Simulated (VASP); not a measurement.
# GaAs (F-43m) in VASP: further runs

GaAs is run at these levels: r2SCAN, PBE; tasks: relaxation of cell and atoms, single point.

Program: VASP 6.6.1. These are calculated values, not measurements. Logs are shortened: lines on timing, memory, paths and dates and some standing lists are left out, and cuts for length are marked.

### Step 1. The cell of the first run

Symmetry: F-43m, No. 216, cubic system. The conventional cell has a = 5.744 Å, b = 5.744 Å, c = 5.744 Å, α = 90.00°, β = 90.00°, γ = 90.00°. Within 3.3 Å of Ga (site symmetry -43m) lie 4 As at 2.49 Å. As (site symmetry -43m) has 4 Ga at 2.49 Å within 3.3 Å.

### Step 2. Relaxation of cell and atoms, r2SCAN

POSCAR reads:

```
GaAs
1.0
    0.0000000000      2.8718185920      2.8718185920
    2.8718185920      0.0000000000      2.8718185920
    2.8718185920      2.8718185920      0.0000000000
Ga As
1 1
Direct
    0.0000000000      0.0000000000      0.0000000000
    0.2500000000      0.2500000000      0.2500000000
```

INCAR.step1 reads:

```
PREC = Accurate ; ENCUT = 600
ISMEAR = -1 ; SIGMA = 0.02
LREAL = False ; LASPH = True
NELM = 80 ; GGA = PE
ALGO = Normal ; EDIFF = 1E-4
LWAVE = True ; LCHARG = False
```

INCAR.step2 reads:

```
PREC = Accurate ; ENCUT = 600
EDIFF = 1E-6 ; ISMEAR = -1
SIGMA = 0.02 ; LREAL = False
LASPH = True ; NELM = 80
ALGO = Normal ; ISIF = 3
LWAVE = False ; LCHARG = False
METAGGA = R2SCAN ; LMIXTAU = True
IBRION = 2 ; NSW = 80
EDIFFG = -0.005 ; ISTART = 1
```

KPOINTS reads:

```
regular mesh
0
Gamma
  8 8 8
```

Potentials or basis: VASP PAW PBE potentials, release 64 (Ga_d, As).

Run with:

```console
$ cat potpaw_PBE.64/Ga_d/POTCAR potpaw_PBE.64/As/POTCAR > POTCAR
$ cp INCAR.step1 INCAR
$ mpirun -np 1 vasp_std > vasp.out
$ cp INCAR.step2 INCAR
$ mpirun -np 1 vasp_std > vasp.out
```

OUTCAR:

```text
PREC = Accurate
   ENCUT = 600
   EDIFF = 1E-6
   ISMEAR = -1
   LREAL = False
   LASPH = True
   NELM = 80
   ISIF = 3
   METAGGA = R2SCAN
   IBRION = 2
   NSW = 80
   EDIFFG = -0.005
   ISTART = 1

 ion  position               nearest neighbor table
   1  0.000  0.000  0.000-   2 2.49   2 2.49   2 2.49   2 2.49
   2  0.250  0.250  0.250-   1 2.49   1 2.49   1 2.49   1 2.49

  LATTYP: Found a face centered cubic cell.
 ALAT       =     5.7436371840

  Lattice vectors:

 A1 = (   0.0000000000,   2.8718185920,   2.8718185920)
 A2 = (   2.8718185920,   0.0000000000,   2.8718185920)
 A3 = (   2.8718185920,   2.8718185920,   0.0000000000)

Analysis of symmetry for initial positions (statically):
=====================================================================
 Subroutine PRICEL returns:
 Original cell was already a primitive cell.

 Routine SETGRP: Setting up the symmetry group for a
 face centered cubic supercell.

 Subroutine GETGRP returns: Found 24 space group operations
 (whereof 24 operations were pure point group operations)
 out of a pool of 48 trial point group operations.

The static configuration has the point symmetry T_d .

Analysis of symmetry for dynamics (positions and initial velocities):
=====================================================================
 Subroutine PRICEL returns:
 Original cell was already a primitive cell.

 Routine SETGRP: Setting up the symmetry group for a
 face centered cubic supercell.

 Subroutine GETGRP returns: Found 24 space group operations
 (whereof 24 operations were pure point group operations)
 out of a pool of 48 trial point group operations.

The dynamic configuration has the point symmetry T_d .

 Subroutine INISYM returns: Found 24 space group operations
 (whereof 24 operations are pure point group operations),
 and found     1 'primitive' translations

----------------------------------------------------------------------------------------

                                     Primitive cell

  volume of cell :      47.3697

  direct lattice vectors                    reciprocal lattice vectors
     0.000000000  2.871818592  2.871818592    -0.174105705  0.174105705  0.174105705
     2.871818592  0.000000000  2.871818592     0.174105705 -0.174105705  0.174105705
     2.871818592  2.871818592  0.000000000     0.174105705  0.174105705 -0.174105705

  length of vectors
     4.061364801  4.061364801  4.061364801     0.301559927  0.301559927  0.301559927

  position of ions in fractional coordinates (direct lattice)
     0.000000000  0.000000000  0.000000000
     0.250000000  0.250000000  0.250000000

  ion indices of the primitive-cell ions
[... 98 lines left out ...]
  Thomas-Fermi vector in A             =   2.321952
   LORBIT       =      0    0 simple, 1 ext, 2 COOP (PROOUT), +10 PAW based schemes
   METAGGA = R2SCAN    functional components
   LHFCALC =     F    Hartree Fock is set to
   AEXX    =    0.0000 exact exchange contribution
   IVDW    =     0    specifies the selected vdW correction
   LEPSILON=     F    determine dielectric tensor
   LRPA    =     F    only Hartree local field effects (RPA)
 conjugate gradient relaxation of ions
 non-spin polarized calculation
  energy-cutoff  :      600.00
  volume of cell :       47.37
 maximum number of plane-waves:      1604
   NGX = 17   NGY = 17   NGZ = 17

--------------------------------------- Ionic step        1  -------------------------------------------

 number of electron      17.9999996 magnetization

 Free energy of the ion-electron system (eV)
  ---------------------------------------------------
  ext. energy  EPLUGINS =         0.00000000
  ---------------------------------------------------
  free energy    TOTEN  =       -27.03870808 eV

  energy without entropy =      -27.03870807  energy(sigma->0) =      -27.03870807

------------------------ aborting loop because EDIFF is reached ----------------------------------------

  FORCE on cell =-STRESS in cart. coord.  units (eV):
  Direction    XX          YY          ZZ          XY          YZ          ZX
  --------------------------------------------------------------------------------------
  -------------------------------------------------------------------------------------
  Total       -0.7773767     -0.7773767     -0.7773767      0.0000000      0.0000000      0.0000000
  in kB      -26.2930571    -26.2930571    -26.2930571      0.0000000      0.0000000      0.0000000
  external PRESSURE =     -26.2930571 kB  Pullay stress =       0.0000000 kB
[... 59 lines left out ...]
--------------------------------------- Ionic step        3  -------------------------------------------

 number of electron      18.0000010 magnetization

 Free energy of the ion-electron system (eV)
  ---------------------------------------------------
  ext. energy  EPLUGINS =         0.00000000
  ---------------------------------------------------
  free energy    TOTEN  =       -27.05472572 eV

  energy without entropy =      -27.05472572  energy(sigma->0) =      -27.05472572

 E-fermi :   4.0278     XC(G=0): -10.2209

 val. band max:        3.6110757993   @ k =   0.0000   0.0000   0.0000
 cond. band min:       4.5500886876   @ k =   0.0000   0.0000   0.0000
 fundamental gap:      0.9390128883
 Fermi energy:         4.0277500051

 k-point     1 :       0.0000    0.0000    0.0000
  band No.  band energies     occupation
      1     -11.6122      2.00000
      2     -11.6122      2.00000
      3     -11.6122      2.00000
      4     -11.5243      2.00000
      5     -11.5243      2.00000
      6      -9.5464      2.00000
      7       3.6111      2.00000
      8       3.6111      2.00000
      9       3.6111      2.00000
     10       4.5501      0.00000
     11       7.6508      0.00000
     12       7.6509      0.00000
     13       7.6509      0.00000
[... 354 lines left out ...]
  band No.  band energies     occupation
      1     -11.7074      2.00000
      2     -11.5852      2.00000
      3     -11.5779      2.00000
      4     -11.5287      2.00000
      5     -11.5206      2.00000
      6      -7.3634      2.00000
      7      -3.0042      2.00000
      8       0.3405      2.00000
      9       1.6322      2.00000
     10       6.9756      0.00000
     11       8.1434      0.00000
     12      10.3716      0.00000
     13      11.8009      0.00000

 [... further k-points ...]

------------------------ aborting loop because EDIFF is reached ----------------------------------------

  FORCE on cell =-STRESS in cart. coord.  units (eV):
  Direction    XX          YY          ZZ          XY          YZ          ZX
  --------------------------------------------------------------------------------------
  -------------------------------------------------------------------------------------
  Total       -0.0098462     -0.0098462     -0.0098462     -0.0000000     -0.0000000      0.0000000
  in kB       -0.3466834     -0.3466834     -0.3466834     -0.0000000     -0.0000000      0.0000000
  external PRESSURE =      -0.3466834 kB  Pullay stress =       0.0000000 kB
[... 17 lines left out ...]
  FREE ENERGIE OF THE ION-ELECTRON SYSTEM (eV)
  ---------------------------------------------------
  free  energy   TOTEN  =       -27.0547257214 eV

  energy  without entropy=      -27.0547257214  energy(sigma->0) =      -27.05472572

 reached required accuracy - stopping structural energy minimisation
```

OUTCAR.step1:

```text
PREC = Accurate
   ENCUT = 600
   ISMEAR = -1
   LREAL = False
   LASPH = True
[... 604 lines left out ...]
      0.00000      0.00000      0.00000         0.000000      0.000000     -0.000000
      1.43591      1.43591      1.43591        -0.000000     -0.000000      0.000000
 -----------------------------------------------------------------------------------
    total drift:                                0.000002      0.000002      0.000002

  FREE ENERGIE OF THE ION-ELECTRON SYSTEM (eV)
  ---------------------------------------------------
  free  energy   TOTEN  =        -8.2709564361 eV

  energy  without entropy=       -8.2709351476  energy(sigma->0) =       -8.27094579
```

Run time: 2.3 min. Hardware: 1 thread of Intel Xeon Platinum 8375C at 2.90GHz (Ice Lake), shared host; peak memory 0.21 GiB.

What came out:

| Quantity | Value |
| --- | --- |
| Free energy | -27.0547 eV |
| Relaxed volume | 22.75 Å³/atom |
| Relaxed cell | a = 4.007 Å, b = 4.007 Å, c = 4.007 Å, α = 60.00°, β = 60.00°, γ = 60.00° |
| Space group after relaxing (to 0.1 Å) | F-43m (No. 216) |
| Energy gained by relaxing | 8.0 meV/atom |
| Ionic steps | 3 |
| Pressure after relaxing | 0.0 GPa |
| Band gap on the k mesh | 0.94 eV |

The path:
```
step  energy change (eV)  largest force (eV/Å)  pressure (GPa)  volume (Å³)
   1              0.0000                0.0000           -2.63        47.37
   2             -0.0131                0.0000            1.27        44.75
   3             -0.0160                0.0000           -0.03        45.50
```

Final structure:
```xyz
2
Lattice="0.0000 2.8336 2.8336 2.8336 0.0000 2.8336 2.8336 2.8336 0.0000" Properties=species:S:1:pos:R:3 pbc="T T T"
Ga    0.0000    0.0000    0.0000
As    1.4168    1.4168    1.4168
```

Caveat: the PAW data sets were made with another functional, which shifts forces and pressure a little.

### Step 3. Single point, PBE, non-collinear spin, zero start, spin-orbit coupling

This run uses another cell than the first one, of 22.74 Å³/atom.

INCAR reads:

```
ALGO = Normal
EDIFF = 1E-6
ENCUT = 520
GGA = PE
GGA_COMPAT = F
ISIF = 2
ISMEAR = -1
LASPH = T
LCHARG = F
LORBIT = 11
LORBMOM = T
LREAL = F
LSORBIT = T
LWAVE = F
MAGMOM = 0 0 0 0 0 0
NBANDS = 30
NELM = 150
PREC = Accurate
SIGMA = 0.02
```

KPOINTS reads:

```
k-points
0
Gamma
  8 8 8
```

POSCAR reads:

```
GaAs
1.0
    0.0000000000      2.8330850939      2.8330850939
    2.8330850939      0.0000000000      2.8330850939
    2.8330850939      2.8330850939      0.0000000000
Ga As
1 1
Direct
    0.0000000000      0.0000000000      0.0000000000
    0.2500000000      0.2500000000      0.2500000000
```

Potentials or basis: VASP PAW PBE potentials, release 64 (Ga_d, As).

Run with:

```console
$ cat potpaw_PBE.64/Ga_d/POTCAR potpaw_PBE.64/As/POTCAR > POTCAR
$ mpirun -np 1 vasp_ncl > vasp.out
```

It took 2.7 min on 1 thread of Intel Xeon Platinum 8375C at 2.90GHz (Ice Lake), shared host; peak memory 0.32 GiB.

It converged, with:

| Property | Result |
| --- | --- |
| Free energy | -8.2709 eV |
| Pressure | 2.9 GPa |
| Net moment | 0.00 μB per cell |
| Valence electrons inside the program's atomic spheres | Ga 11.67; As 2.84 |

Moments on the atoms (μB; x, y, z):
```
Ga  0.00 0.00 0.00
As  0.00 0.00 0.00
```
